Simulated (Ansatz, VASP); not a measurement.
TaSi: VASP beside Ansatz

INCAR

```
PREC = Accurate
ENCUT = 520
EDIFF = 1E-7
ISMEAR = -1
SIGMA = 0.05
LREAL = False
LASPH = True
NELM = 60
ALGO = Normal
ISIF = 2
LWAVE = False
LCHARG = False
GGA = PE
NBANDS = 14
```

KPOINTS

```
regular mesh
0
Gamma
  14 14 14
```

POSCAR

```
TaSi
1.0
    0.0000000000      1.9731825010      1.9731825010
    1.9731825010      0.0000000000      1.9731825010
    1.9731825010      1.9731825010      0.0000000000
Ta Si
1 1
Direct
    0.0000000000      0.0000000000      0.0000000000
    0.5000000000      0.5000000000      0.5000000000
```

Input for Ansatz:

```yaml
crystal:
  lattice:
    - [0.0, 1.973182501, 1.973182501]
    - [1.973182501, 0.0, 1.973182501]
    - [1.973182501, 1.973182501, 0.0]
  atoms:
    - { symbol: Ta, position: [0.0, 0.0, 0.0] }
    - { symbol: Si, position: [0.5, 0.5, 0.5] }
kpoints:
  mp_grid: { grid: [14, 14, 14] }
  band_path:
    path:
      - [0.0, 0.0, 0.0]
      - [0.5, 0.0, 0.5]
      - [0.625, 0.25, 0.625]
      - [0.375, 0.375, 0.75]
      - [0.0, 0.0, 0.0]
      - [0.5, 0.5, 0.5]
      - [0.5, 0.25, 0.75]
      - [0.5, 0.0, 0.5]
    npoints: 8
scf:
  occupations: { method: fermi_dirac, width: 0.05 }
hamiltonian:
  xc: pbe
  pseudopotentials: { kind: paw }
output:
  forces: true
  stress: true
  eigenvalues: true
  populations: true
  dos: { projected: true, de: 0.2, e_range: [-14, 8] }
```

Change from the starting cell: volume scaled by 0.45, PAW files.

Alike in both runs: task single point; functional PBE; k mesh 14 × 14 × 14; occupations fermi-dirac, width 0.05 eV; no spin polarisation.

|  | VASP | Ansatz |
| --- | --- | --- |
| version | VASP 6.6.1 | Ansatz 0.2.0 |
| potentials or method | VASP PAW PBE potentials, release 64 (Ta_pv, Si) | PAW with Ansatz's default frozen-core files, scalar-relativistic |
| plane-wave cutoff (eV) | 520 | 420 |
| valence electrons in the cell | 15 | 17 |

VASP gave:

| Quantity | Value |
| --- | --- |
| pressure (GPa) | 584.7 |

Task: Which values does Ansatz return?

Result: Pressure (GPa): 573.3.

Both programs put the cell under a high pressure, so it lies far from rest at this level. VASP's potentials hold 15 valence electrons a cell and Ansatz's 17, so a difference there can come from the potentials and not from the codes.

Spin-orbit coupling is off throughout. Noted on VASP's run: the cell as given lies far from equilibrium.
